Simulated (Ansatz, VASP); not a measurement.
**Two plane-wave programs on Cu3TeAs3**

```
CELL_PARAMETERS angstrom
5.14627 0.00000 0.00000
0.00000 5.14627 0.00000
0.00000 0.00000 5.14627
ATOMIC_POSITIONS crystal
Cu 0.50000 0.50000 0.00000
Cu 0.00000 0.50000 0.50000
Cu 0.50000 0.00000 0.50000
Te 0.50000 0.50000 0.50000
As 0.50000 0.00000 0.00000
As 0.00000 0.50000 0.00000
As 0.00000 0.00000 0.50000
```

Change from the starting cell: species swapped into the Ce3GaBr3 type (Pm-3m, No. 221).

Alike in both runs: functional PBE; k mesh 4 × 4 × 4; occupations gaussian, width 0.1 eV; no spin polarisation.

Ansatz relaxed the structure, and its values are those at the end. VASP's run is a single point on that final structure, the one shown.

|  | VASP | Ansatz |
| --- | --- | --- |
| version | VASP 6.6.1 | Ansatz 0.2.0 |
| potentials or method | VASP PAW PBE potentials, release 64 (Cu, Te, As), cutoff 520 eV | scalar-relativistic, plane waves, PAW |
| valence electrons in the cell | 54 | 118 |

|  | VASP | Ansatz | Ansatz less VASP |
| --- | --- | --- | --- |
| gap on the k mesh at the Fermi level (eV) | none | none | - |
| pressure (GPa) | 0.0 | -0.2 | -0.18 |

A gap of «none» marks a metal or a gap that the smearing closes. VASP's potentials hold 54 valence electrons a cell and Ansatz's 118, so a difference there can come from the potentials and not from the codes.

Spin-orbit coupling is off throughout.
